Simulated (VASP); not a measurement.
# MgS (Fm-3m) in VASP: settings compared

The runs below take MgS through single point, with HSE06, PBE-based screened hybrid.

Program: VASP 6.6.1. These are calculated values, not measurements. Logs are shortened: lines on timing, memory, paths and dates and some standing lists are left out, and cuts for length are marked.

## 1. The cell of the first run

It takes space group Fm-3m (No. 225, cubic). The conventional cell has a = 5.203 Å, b = 5.203 Å, c = 5.203 Å, α = 90.00°, β = 90.00°, γ = 90.00°. Mg (site symmetry m-3m) has 6 S at 2.60 Å within 3.4 Å. Within 3.4 Å of S (site symmetry m-3m) lie 6 Mg at 2.60 Å.

## 2. Single point, HSE06

Contents of POSCAR:

```
MgS
1.0
    0.0000000000      2.6016508254      2.6016508254
    2.6016508254      0.0000000000      2.6016508254
    2.6016508254      2.6016508254      0.0000000000
Mg S
1 1
Direct
    0.0000000000      0.0000000000      0.0000000000
    0.5000000000      0.5000000000      0.5000000000
```

Contents of INCAR.step1:

```
SYSTEM = MgS
PREC     = Accurate       ! precision mode
ENCUT    = 520            ! plane-wave cutoff, eV
EDIFF    = 1E-5           ! SCF threshold, eV
ISMEAR   = 0              ! smearing method
SIGMA    = 0.05           ! smearing width, eV
LREAL    = .FALSE.        ! projectors in reciprocal space
LASPH    = .TRUE.         ! aspherical terms in the spheres
NELM     = 80             ! most SCF steps
ALGO     = Normal         ! electronic algorithm
ISIF     = 2              ! what is computed and relaxed
LWAVE    = .TRUE.         ! write WAVECAR
LCHARG   = .FALSE.        ! write CHGCAR
NBANDS   = 11             ! bands
GGA      = PE             ! functional
```

Contents of INCAR.step2:

```
SYSTEM = MgS
PREC     = Accurate       ! precision mode
ENCUT    = 520            ! plane-wave cutoff, eV
EDIFF    = 1E-6           ! SCF threshold, eV
ISMEAR   = 0              ! smearing method
SIGMA    = 0.05           ! smearing width, eV
LREAL    = .FALSE.        ! projectors in reciprocal space
LASPH    = .TRUE.         ! aspherical terms in the spheres
NELM     = 80             ! most SCF steps
ALGO     = Normal         ! electronic algorithm
ISIF     = 2              ! what is computed and relaxed
LWAVE    = .FALSE.        ! write WAVECAR
LCHARG   = .FALSE.        ! write CHGCAR
GGA      = PE             ! functional
LHFCALC  = .TRUE.         ! exact exchange
HFSCREEN = 0.2079         ! screening, 1/A
PRECFOCK = Normal       
NBANDS   = 11             ! bands
ISTART   = 1
```

Contents of KPOINTS:

```
regular mesh
0
G
  4 4 4
  0 0 0
```

Potentials or basis: VASP PAW PBE potentials, release 64 (Mg, S).

The run is started by

```
$ cat potpaw_PBE.64/Mg/POTCAR potpaw_PBE.64/S/POTCAR > POTCAR
$ cp INCAR.step1 INCAR
$ mpirun -np 1 vasp_std > vasp.out
$ cp INCAR.step2 INCAR
$ mpirun -np 1 vasp_std > vasp.out
```

OUTCAR:

```text
SYSTEM = MgS
   PREC = Accurate
   ENCUT = 520
   EDIFF = 1E-6
   ISMEAR = 0
   LREAL = .FALSE.
   LASPH = .TRUE.
   NELM = 80
   ISIF = 2
   GGA = PE
   LHFCALC = .TRUE.
   HFSCREEN = 0.2079
   PRECFOCK = Normal
   ISTART = 1

 ion  position               nearest neighbor table
   1  0.000  0.000  0.000-   2 2.60   2 2.60   2 2.60   2 2.60   2 2.60   2 2.60
   2  0.500  0.500  0.500-   1 2.60   1 2.60   1 2.60   1 2.60   1 2.60   1 2.60

  LATTYP: Found a face centered cubic cell.
 ALAT       =     5.2033016508

  Lattice vectors:

 A1 = (   0.0000000000,   2.6016508254,   2.6016508254)
 A2 = (   2.6016508254,   0.0000000000,   2.6016508254)
 A3 = (   2.6016508254,   2.6016508254,   0.0000000000)

Analysis of symmetry for initial positions (statically):
=====================================================================
 Subroutine PRICEL returns:
 Original cell was already a primitive cell.

 Routine SETGRP: Setting up the symmetry group for a
 face centered cubic supercell.

 Subroutine GETGRP returns: Found 48 space group operations
 (whereof 48 operations were pure point group operations)
 out of a pool of 48 trial point group operations.

The static configuration has the point symmetry O_h .

Analysis of symmetry for dynamics (positions and initial velocities):
=====================================================================
 Subroutine PRICEL returns:
 Original cell was already a primitive cell.

 Routine SETGRP: Setting up the symmetry group for a
 face centered cubic supercell.

 Subroutine GETGRP returns: Found 48 space group operations
 (whereof 48 operations were pure point group operations)
 out of a pool of 48 trial point group operations.

The dynamic configuration has the point symmetry O_h .

 Subroutine INISYM returns: Found 48 space group operations
 (whereof 48 operations are pure point group operations),
 and found     1 'primitive' translations

----------------------------------------------------------------------------------------

                                     Primitive cell

  volume of cell :      35.2190

  direct lattice vectors                    reciprocal lattice vectors
     0.000000000  2.601650825  2.601650825    -0.192185667  0.192185667  0.192185667
     2.601650825  0.000000000  2.601650825     0.192185667 -0.192185667  0.192185667
     2.601650825  2.601650825  0.000000000     0.192185667  0.192185667 -0.192185667

  length of vectors
     3.679289882  3.679289882  3.679289882     0.332875340  0.332875340  0.332875340

  position of ions in fractional coordinates (direct lattice)
     0.000000000  0.000000000  0.000000000
     0.500000000  0.500000000  0.500000000

  ion indices of the primitive-cell ions
   primitive index   ion index
                 1           1
                 2           2

----------------------------------------------------------------------------------------

 KPOINTS: regular mesh

Automatic generation of k-mesh.
 Grid dimensions read from file:
 generate k-points for:    4    4    4

 Generating k-lattice:

  Cartesian coordinates                     Fractional coordinates (reciprocal lattice)
    -0.048046417  0.048046417  0.048046417     0.250000000  0.000000000  0.000000000
     0.048046417 -0.048046417  0.048046417     0.000000000  0.250000000  0.000000000
     0.048046417  0.048046417 -0.048046417     0.000000000  0.000000000  0.250000000

  Length of vectors
     0.083218835  0.083218835  0.083218835

  Shift w.r.t. Gamma in fractional coordinates (k-lattice)
     0.000000000  0.000000000  0.000000000

 Subroutine IBZKPT returns following result:
 ===========================================

 Found      8 irreducible k-points:

 Following reciprocal coordinates:
            Coordinates               Weight
  0.000000  0.000000  0.000000      1.000000
  0.250000  0.000000  0.000000      8.000000
  0.500000  0.000000  0.000000      4.000000
  0.250000  0.250000  0.000000      6.000000
  0.500000  0.250000  0.000000     24.000000
 -0.250000  0.250000  0.000000     12.000000
  0.500000  0.500000  0.000000      3.000000
 -0.250000  0.500000  0.250000      6.000000
   k-points           NKPTS =      8   k-points in BZ     NKDIM =     64   number of bands    NBANDS=     11
   number of dos      NEDOS =    301   number of ions     NIONS =      2
   total plane-waves  NPLWV =  21952
   dimension x,y,z NGX =    28 NGY =   28 NGZ =   28
   dimension x,y,z NGXF=    56 NGYF=   56 NGZF=   56
   ions per type =               1   1
   NGX,Y,Z   is equivalent  to a cutoff of  12.65, 12.65, 12.65 a.u.
   NGXF,Y,Z  is equivalent  to a cutoff of  25.30, 25.30, 25.30 a.u.
 SYSTEM =  MgS
   PREC   = accura    normal or accurate (medium, high low for compatibility)
   ISTART =      1    job   : 0-new  1-cont  2-samecut
   ICHARG =      0    charge: 1-file 2-atom 10-const
   ISPIN  =      1    spin polarized calculation?
   LNONCOLLINEAR =      F non collinear calculations
   LSORBIT =      F    spin-orbit coupling
   LASPH  =      T    aspherical Exc in radial PAW
   ENCUT  =  520.0 eV  38.22 Ry    6.18 a.u.   6.84  6.84  6.84*2*pi/ulx,y,z
   NELM   =     80;   NELMIN=  2; NELMDL=  0     # of ELM steps
   EDIFF  = 0.1E-05   stopping-criterion for ELM
   LREAL  =      F    real-space projection
   EDIFFG = 0.1E-04   stopping-criterion for IOM
   NSW    =      0    number of steps for IOM
   IBRION =     -1    ionic relax: 0-MD 1-quasi-New 2-CG
   NFREE  =      0    steps in history (QN), initial steepest desc. (CG)
   ISIF   =      2    stress and relaxation
   ISYM   =      3    0-nonsym 1-usesym 2-fastsym
   POTIM  = 0.5000    time-step for ionic-motion
   TEBEG  =    0.0;   TEEND  =   0.0 temperature during run
   PSTRESS=    0.0 pullay stress
   NELECT =       8.0000    total number of electrons
   NUPDOWN=      -1.0000    fix difference up-down
   EMIN   =  10.00;   EMAX   =-10.00  energy-range for DOS
   EFERMI =   0.00;   METHOD = LEGACY
   ISMEAR =     0;   SIGMA  =   0.05  broadening in eV -4-tet -1-fermi 0-gaus
   EFERMI_NEDOS =   21; number of points for ismear=-14 and -15
   IALGO  =     38    algorithm
   IMIX   =      1    mixing-type and parameters
     AMIX     =   0.40;   BMIX     =  1.00
     AMIX_MAG =   1.60;   BMIX_MAG =  1.00
  volume/ion in A,a.u.               =      17.61       118.83
  Fermi-wavevector in a.u.,A,eV,Ry     =   0.998878  1.887606 13.575314  0.997757
  Thomas-Fermi vector in A             =   2.131131
   LORBIT       =      0    0 simple, 1 ext, 2 COOP (PROOUT), +10 PAW based schemes
   GGA     = PE    functional components
   LHFCALC =     T    Hartree Fock is set to
   PRECFOCK=normal    Normal, Fast or Accurate (Low or Medium for compatibility)
   ENCUT4O =  -1.0   cutoff for four orbital integrals eV
   NKREDX  =     1    reduce k-point grid by
   NKREDY  =     1    reduce k-point grid by
   NKREDZ  =     1    reduce k-point grid by
   AEXX    =    0.2500 exact exchange contribution
   HFSCREEN=    0.2079 screening length (either q_TF or 0.3 A-1)
   HFSCREENC=   0.2079 screening length for correlation (either q_TF or 0.3 A-1)
   ENCUTFOCK=  -1.0 apply spherical cutoff to Coloumb kernel
   IVDW    =     0    specifies the selected vdW correction
   LEPSILON=     F    determine dielectric tensor
   LRPA    =     F    only Hartree local field effects (RPA)
 non-spin polarized calculation
 Gauss-broadening in eV      SIGMA  =   0.05
  energy-cutoff  :      520.00
  volume of cell :       35.22
 maximum number of plane-waves:       960
  NGX = 24; NGY = 24; NGZ = 24

 number of electron       8.0000000 magnetization

 Free energy of the ion-electron system (eV)
  ---------------------------------------------------
  ext. energy  EPLUGINS =         0.00000000
  ---------------------------------------------------
  free energy    TOTEN  =        -9.84719742 eV

  energy without entropy =       -9.84719742  energy(sigma->0) =       -9.84719742

 E-fermi :   3.3579     XC(G=0):  -8.0445

 val. band max:        3.0761106918   @ k =   0.0000   0.0000   0.0000
 cond. band min:       6.8236916945   @ k =   0.5000   0.5000   0.0000
 fundamental gap:      3.7475810027
 Fermi energy:         3.3579400476

 k-point     1 :       0.0000    0.0000    0.0000
  band No.  band energies     occupation
      1     -10.8760      2.00000
      2       3.0761      2.00000
      3       3.0761      2.00000
      4       3.0761      2.00000
      5       7.8840      0.00000
      6      12.1783      0.00000
      7      12.1783      0.00000
      8      12.1783      0.00000
      9      14.7613      0.00000
     10      14.7613      0.00000
     11      16.8064      0.00000

 k-point     2 :       0.2500    0.0000    0.0000
  band No.  band energies     occupation
      1     -10.2617      2.00000
      2       0.0571      2.00000
      3       2.7274      2.00000
      4       2.7274      2.00000
      5       9.1100      0.00000
      6      12.0784      0.00000
      7      12.0784      0.00000
      8      12.6535      0.00000
      9      14.6697      0.00000
     10      14.6697      0.00000
     11      16.3206      0.00000

 k-point     3 :       0.5000    0.0000    0.0000
  band No.  band energies     occupation
      1      -9.4417      2.00000
      2      -2.1898      2.00000
      3       2.4318      2.00000
      4       2.4318      2.00000
      5       8.6364      0.00000
      6      11.1227      0.00000
      7      11.1227      0.00000
      8      14.6631      0.00000
      9      16.5992      0.00000
     10      19.0316      0.00000
     11      19.0316      0.00000
[... 43 lines left out ...]
 k-point     7 :       0.5000    0.5000    0.0000
  band No.  band energies     occupation
      1      -9.0281      2.00000
      2      -1.5147      2.00000
      3       1.2318      2.00000
      4       1.2318      2.00000
      5       6.8237      0.00000
      6       8.4151      0.00000
      7      16.6054      0.00000
      8      17.4101      0.00000
      9      17.9893      0.00000
     10      17.9893      0.00000
     11      20.5600      0.00000

 k-point     8 :      -0.2500    0.5000    0.2500
  band No.  band energies     occupation
      1      -8.9806      2.00000
      2      -0.4416      2.00000
      3      -0.4416      2.00000
      4       0.5626      2.00000
      5       9.4274      0.00000
      6      12.2116      0.00000
      7      12.2116      0.00000
      8      12.3860      0.00000
      9      18.9627      0.00000
     10      18.9627      0.00000
     11      20.3827      0.00000

------------------------ aborting loop because EDIFF is reached ----------------------------------------

  FORCE on cell =-STRESS in cart. coord.  units (eV):
  Direction    XX          YY          ZZ          XY          YZ          ZX
  --------------------------------------------------------------------------------------
  -------------------------------------------------------------------------------------
  Total       -0.0875276     -0.0875276     -0.0875276     -0.0000000     -0.0000000      0.0000000
  in kB       -3.9817921     -3.9817921     -3.9817921     -0.0000000     -0.0000000      0.0000000
  external PRESSURE =      -3.9817921 kB  Pullay stress =       0.0000000 kB

 VOLUME and BASIS-vectors are now :
 -----------------------------------------------------------------------------
  energy-cutoff  :      520.00
  volume of cell :       35.22
      direct lattice vectors                 reciprocal lattice vectors
     0.000000000  2.601650825  2.601650825    -0.192185667  0.192185667  0.192185667
     2.601650825  0.000000000  2.601650825     0.192185667 -0.192185667  0.192185667
     2.601650825  2.601650825  0.000000000     0.192185667  0.192185667 -0.192185667

 POSITION                                       TOTAL-FORCE (eV/Angst)
 -----------------------------------------------------------------------------------
      0.00000      0.00000      0.00000        -0.000000     -0.000000     -0.000000
      2.60165      2.60165      2.60165         0.000000      0.000000      0.000000
 -----------------------------------------------------------------------------------
    total drift:                                0.000057      0.000079      0.000079

  FREE ENERGIE OF THE ION-ELECTRON SYSTEM (eV)
  ---------------------------------------------------
  free  energy   TOTEN  =        -9.8471974156 eV

  energy  without entropy=       -9.8471974156  energy(sigma->0) =       -9.84719742
```

Run time: 53 s. Hardware: 1 thread of Intel Xeon 6975P-C (Granite Rapids), shared host; peak memory 0.26 GiB.

What came out:

* Free energy: -9.8472 eV
* Pressure: -0.4 GPa
* Band gap on the k mesh: 3.75 eV, indirect (least direct gap 4.81 eV)

Caveat: the k points lie up to 0.52 Å⁻¹ apart; the PAW data sets were made with another functional, which shifts forces and pressure a little.

## 3. Single point, PBE-based screened hybrid

POSCAR is that of step 2.

Contents of INCAR.step1:

```
PREC = Accurate ; ENCUT = 520
EDIFF = 1E-5 ; ISMEAR = 0
SIGMA = 0.05 ; LREAL = F
LASPH = T ; NELM = 80
ALGO = Normal ; ISIF = 2
LWAVE = T ; LCHARG = F
NBANDS = 11 ; GGA = PE
```

Contents of INCAR.step2:

```
PREC = Accurate ; ENCUT = 520
EDIFF = 1E-7 ; ISMEAR = 0
SIGMA = 0.05 ; LREAL = F
LASPH = T ; NELM = 80
ALGO = Normal ; ISIF = 2
LWAVE = F ; LCHARG = F
GGA = PE ; LHFCALC = T
AEXX = 0.25 ; HFSCREEN = 0.15
PRECFOCK = Normal ; NBANDS = 11
ISTART = 1
```

Contents of KPOINTS:

```
Automatic mesh
0
Gamma
  4 4 4
```

Potentials or basis: VASP PAW PBE potentials, release 64 (Mg, S).

The run is started by

```
$ cat potpaw_PBE.64/Mg/POTCAR potpaw_PBE.64/S/POTCAR > POTCAR
$ cp INCAR.step1 INCAR
$ mpirun -np 1 vasp_std > vasp.out
$ cp INCAR.step2 INCAR
$ mpirun -np 1 vasp_std > vasp.out
```

Run time: 65 s. Hardware: 1 thread of Intel Xeon 6975P-C (Granite Rapids), shared host; peak memory 0.27 GiB.

Results (log left out):

```yaml
Free_energy: -10.0023 eV
Pressure: -0.5 GPa
Band_gap_on_the_k_mesh: 3.92 eV, indirect (least direct gap 4.98 eV)
```

Levels at points of the mesh, in eV from the valence-band top:
```
           k point  band 2  band 3  band 4  band 5  band 6  band 7
(0.00, 0.00, 0.00)    0.00    0.00    0.00    4.98    9.29    9.29
(0.50, 0.00, 0.00)   -5.30   -0.65   -0.65    5.73    8.23    8.23
(0.50, 0.50, 0.00)   -4.62   -1.85   -1.85    3.92    5.51   13.72
```

Caveat: the k points lie up to 0.52 Å⁻¹ apart; the PAW data sets were made with another functional, which shifts forces and pressure a little. A k mesh can miss the band edges.
